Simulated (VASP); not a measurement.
# TaN in VASP: further runs, part 2 of 2

VASP 6.6.1. Earlier steps stand in the parts before.

### 3 Single point, PBE+D3(BJ)

Input file INCAR:

```
SYSTEM = TaN
PREC     = Accurate       ! precision mode
ENCUT    = 520            ! plane-wave cutoff, eV
EDIFF    = 1E-7           ! SCF threshold, eV
ISMEAR   = 0              ! smearing method
SIGMA    = 0.1            ! smearing width, eV
LREAL    = Auto         
LASPH    = .TRUE.         ! aspherical terms in the spheres
NELM     = 60             ! most SCF steps
ALGO     = Normal         ! electronic algorithm
ISIF     = 2              ! what is computed and relaxed
LWAVE    = .FALSE.        ! write WAVECAR
LCHARG   = .FALSE.        ! write CHGCAR
LDIPOL   = .TRUE.       
IDIPOL   = 3            
DIPOL    = 0.5 0.5 0.501
GGA      = PE             ! functional
IVDW     = 12             ! dispersion correction
NBANDS   = 114            ! bands
```

Input file KPOINTS:

```
Automatic mesh
0
G
  3 3 1
  0 0 0
```

Input file POSCAR:

```
TaN
1.0
    5.7615861975      0.0000000000      0.0000000000
    0.0000000000      5.8570264689      0.0000000000
    0.0000000000      0.0000000000     21.9177226648
N Ta
12 12
Direct
    0.0000000000      0.7500000000      0.3650014248
    0.0000000000      0.2500000000      0.3650014248
    0.5000000000      0.7500000000      0.3650014248
    0.5000000000      0.2500000000      0.3650014248
    0.0000000000      0.5000000000      0.4807144893
    0.0000000000      0.0000000000      0.4807144893
    0.5000000000      0.5000000000      0.4807144893
    0.5000000000      0.0000000000      0.4807144893
    0.0000000000      0.2500000000      0.5977707783
    0.0000000000      0.7500000000      0.5977707783
    0.5000000000      0.2500000000      0.5977707783
    0.5000000000      0.7500000000      0.5977707783
    0.2500000000      0.0000000000      0.4035724463
    0.2500000000      0.5000000000      0.4035724463
    0.7500000000      0.0000000000      0.4035724463
    0.7500000000      0.5000000000      0.4035724463
    0.2500000000      0.7500000000      0.5207059652
    0.2500000000      0.2500000000      0.5207059652
    0.7500000000      0.7500000000      0.5207059652
    0.7500000000      0.2500000000      0.5207059652
    0.2500000000      0.5000000000      0.6372155221
    0.2500000000      0.0000000000      0.6372155221
    0.7500000000      0.5000000000      0.6372155221
    0.7500000000      0.0000000000      0.6372155221
```

Potentials or basis: VASP PAW PBE potentials, release 64 (N, Ta_pv).

Launch:

```sh
$ cat potpaw_PBE.64/N/POTCAR potpaw_PBE.64/Ta_pv/POTCAR > POTCAR
$ mpirun -np 1 vasp_std > vasp.out
```

OUTCAR:

```text
SYSTEM = TaN
   PREC = Accurate
   ENCUT = 520
   EDIFF = 1E-7
   ISMEAR = 0
   LREAL = Auto
   LASPH = .TRUE.
   NELM = 60
   ISIF = 2
   GGA = PE
   IVDW = 12
 IVDW          = 12

 ion  position               nearest neighbor table
   1  0.000  0.750  0.365-  13 2.22  14 2.22  15 2.22  16 2.22
   2  0.000  0.250  0.365-  13 2.22  14 2.22  15 2.22  16 2.22
   3  0.500  0.750  0.365-  13 2.22  14 2.22  15 2.22  16 2.22
   4  0.500  0.250  0.365-  13 2.22  14 2.22  15 2.22  16 2.22
   5  0.000  0.500  0.481-  14 2.22  16 2.22  17 2.23  18 2.23  19 2.23  20 2.23
   6  0.000  0.000  0.481-  13 2.22  15 2.22  17 2.23  18 2.23  19 2.23  20 2.23
[... 698 lines left out ...]
  external pressure =      -44.73 kB  Pullay stress =        0.00 kB

 VOLUME and BASIS-vectors are now :
 -----------------------------------------------------------------------------
  energy-cutoff  :      520.00
  volume of cell :      739.63
      direct lattice vectors                 reciprocal lattice vectors
     5.761586197  0.000000000  0.000000000     0.173563315  0.000000000  0.000000000
     0.000000000  5.857026469  0.000000000     0.000000000  0.170735100  0.000000000
     0.000000000  0.000000000 21.917722665     0.000000000  0.000000000  0.045625178

 POSITION                                       TOTAL-FORCE (eV/Angst)
 -----------------------------------------------------------------------------------
      0.00000      4.39277      8.00000        -0.000000      0.000000      2.945616
      0.00000      1.46426      8.00000         0.000000     -0.000000      2.945616
      2.88079      4.39277      8.00000        -0.000000     -0.000000      2.945616
      2.88079      1.46426      8.00000        -0.000000      0.000000      2.945616
      0.00000      2.92851     10.53617        -0.000000      0.000000      0.334080
      0.00000      0.00000     10.53617        -0.000000      0.000000      0.334080
[... 16 lines left out ...]
      4.32119      2.92851     13.96631        -0.000000      0.000000      0.039108
      4.32119      0.00000     13.96631        -0.000000      0.000000      0.039108
 -----------------------------------------------------------------------------------
    total drift:                                0.000000     -0.000000      0.003426

  FREE ENERGIE OF THE ION-ELECTRON SYSTEM (eV)
  ---------------------------------------------------
  free  energy   TOTEN  =      -264.5287059109 eV

  energy  without entropy=     -264.4612223609  energy(sigma->0) =     -264.49496414

 vacuum level on the upper side and lower side of the slab         4.360         5.266
```

OSZICAR:

```text
N       E                     dE             d eps       ncg     rms          rms(c)
DAV:   1     0.187719874713E+04    0.18772E+04   -0.10372E+05  1088   0.151E+03
DAV:   2    -0.114386787498E+03   -0.19916E+04   -0.19419E+04  1082   0.409E+02
DAV:   3    -0.287196799092E+03   -0.17281E+03   -0.16982E+03  1144   0.109E+02
[... 27 lines left out ...]
DAV:  31    -0.256843815364E+03   -0.10268E-05   -0.26488E-08   592   0.520E-04    0.254E-04
DAV:  32    -0.256843816116E+03   -0.75145E-06   -0.34126E-08   672   0.381E-04    0.184E-04
DAV:  33    -0.256843816492E+03   -0.37650E-06   -0.16973E-08   600   0.423E-04    0.128E-04
DAV:  34    -0.256843816604E+03   -0.11190E-06   -0.60131E-09   584   0.172E-04    0.121E-04
DAV:  35    -0.256843816681E+03   -0.77091E-07   -0.59742E-09   584   0.153E-04
   1 F= -.26452871E+03 E0= -.26449496E+03  d E =-.674836E-01
```

stdout:

```text
POSCAR found type information on POSCAR N Ta
 POSCAR found :  2 types and      24 ions
 scaLAPACK will be used
 LDA part: xc-table for (Slater+PW92), standard interpolation
 POSCAR, INCAR and KPOINTS ok, starting setup
 FFT: planning ... GRIDC
 FFT: planning ... GRID_SOFT
 FFT: planning ... GRID
 WAVECAR not read
 entering main loop
```

Run time: 19 min. Hardware: 1 thread of Intel Xeon 6975P-C (Granite Rapids), shared host; peak memory 0.84 GiB.

What came out:

```
Free energy                : -264.5287 eV
Largest force              : 3.314 eV/Å
Band gap on the k mesh     : zero (bands 96 and 97 overlap by 0.03 eV)
Dispersion energy per atom : -0.320 eV
```

Forces on the atoms (eV/Å):
```
N    0.000  0.000  2.946
N    0.000  0.000  2.946
N    0.000  0.000  2.946
N    0.000  0.000  2.946
N    0.000  0.000  0.334
N    0.000  0.000  0.334
N    0.000  0.000  0.334
N    0.000  0.000  0.334
N    0.000  0.000 -0.009
N    0.000  0.000 -0.009
N    0.000  0.000 -0.009
N    0.000  0.000 -0.009
Ta   0.000  0.000 -3.314
Ta   0.000  0.000 -3.314
Ta   0.000  0.000 -3.314
Ta   0.000  0.000 -3.314
Ta   0.000  0.000  0.004
Ta   0.000  0.000  0.004
Ta   0.000  0.000  0.004
Ta   0.000  0.000  0.004
Ta   0.000  0.000  0.039
Ta   0.000  0.000  0.039
Ta   0.000  0.000  0.039
Ta   0.000  0.000  0.039
```

Levels at points of the mesh, in eV from the Fermi level:
```
           k point  band 92  band 93  band 94  band 95  band 96  band 97  band 98  band 99
(0.00, 0.00, 0.00)    -0.82    -0.71    -0.66    -0.06     0.07     0.26     0.90     1.11
```

Caveat: the k points lie up to 0.36 Å⁻¹ apart; spin-orbit coupling is left out, which moves the levels of the heavy elements.

### 4 Single point, PBE+D3(BJ)

This run uses another cell than the first one.

Input file INCAR:

```
PREC = Accurate
ENCUT = 520
EDIFF = 1E-7
ISMEAR = 0
SIGMA = 0.1
LREAL = Auto
LASPH = T
NELM = 80
ALGO = Normal
ISIF = 2
LWAVE = F
LCHARG = F
LDIPOL = T
IDIPOL = 3
DIPOL = 0.5 0.5 0.459
GGA = PE
IVDW = 12
NBANDS = 114
```

Input file KPOINTS:

```
regular mesh
0
Gamma
  3 3 1
```

Input file POSCAR:

```
TaN
1.0
    5.7615861975      0.0000000000      0.0000000000
    0.0000000000      5.8570264691      0.0000000000
    0.0000000000      0.0000000000     23.9177226650
N Ta
12 12
Direct
    0.0000000000      0.7500000000      0.3344800052
    0.0000000000      0.2500000000      0.3344800052
    0.5000000000      0.7500000000      0.3344800052
    0.5000000000      0.2500000000      0.3344800052
    0.0000000000      0.5000000000      0.4405171431
    0.0000000000      0.0000000000      0.4405171431
    0.5000000000      0.5000000000      0.4405171431
    0.5000000000      0.0000000000      0.4405171431
   -0.0000556201      0.2500481838      0.5477555998
   -0.0000703251      0.7500580532      0.5475681682
    0.4999521185      0.2499989041      0.5475761982
    0.4999504451      0.7500299104      0.5477473086
    0.2500000000      0.0000000000      0.3698257178
    0.2500000000      0.5000000000      0.3698257178
    0.7500000000      0.0000000000      0.3698257178
    0.7500000000      0.5000000000      0.3698257178
    0.2514381053      0.7499994712      0.4770784667
    0.2485276762      0.2500099198      0.4770808155
    0.7485107093      0.7500081585      0.4770818874
    0.7514336454      0.2500071025      0.4770827615
    0.2499104215      0.5000317245      0.5836194304
    0.2499614303      0.0000124162      0.5836218638
    0.7498835058      0.5000356926      0.5836295727
    0.7499293498      0.0000694564      0.5836330752
```

Launch:

```sh
$ cat potpaw_PBE.64/N/POTCAR potpaw_PBE.64/Ta_pv/POTCAR > POTCAR
$ mpirun -np 1 vasp_std > vasp.out
```

Wall time 24 min (1 thread of AMD EPYC 7R13 (Zen 3), shared host); peak memory 0.93 GiB.

It converged, with:

| Item | Value |
| --- | --- |
| Free energy | -264.5160 eV |
| Largest force | 3.335 eV/Å |
| Band gap on the k mesh | zero (bands 96 and 97 overlap by 0.04 eV) |
| Dispersion energy per atom | -0.320 eV |

Forces on the atoms (eV/Å):
```
N    0.000  0.000  2.952
N    0.000  0.000  2.945
N    0.000  0.000  2.945
N    0.000  0.000  2.952
N   -0.001  0.027  0.311
N   -0.001 -0.026  0.311
N   -0.001 -0.026  0.311
N   -0.001  0.027  0.311
N    0.000 -0.001 -0.034
N    0.001 -0.002 -0.019
N    0.000  0.002 -0.022
N    0.000  0.000 -0.033
Ta   0.000  0.000 -3.335
Ta   0.000  0.000 -3.335
Ta   0.000  0.000 -3.335
Ta   0.000  0.000 -3.335
Ta  -0.311  0.001 -0.008
Ta   0.309 -0.001 -0.008
Ta   0.312  0.001 -0.008
Ta  -0.309  0.000 -0.009
Ta   0.000  0.001  0.112
Ta  -0.002  0.000  0.112
Ta   0.004  0.000  0.110
Ta   0.003 -0.002  0.110
```

Levels at points of the mesh, in eV from the Fermi level:
```
           k point  band 93  band 94  band 95  band 96  band 97  band 98  band 99  band 100
(0.00, 0.00, 0.00)    -0.71    -0.65    -0.06     0.08     0.26     0.89     1.11      1.49
```

Caveat: the k points lie up to 0.36 Å⁻¹ apart; spin-orbit coupling is left out, which moves the levels of the heavy elements.
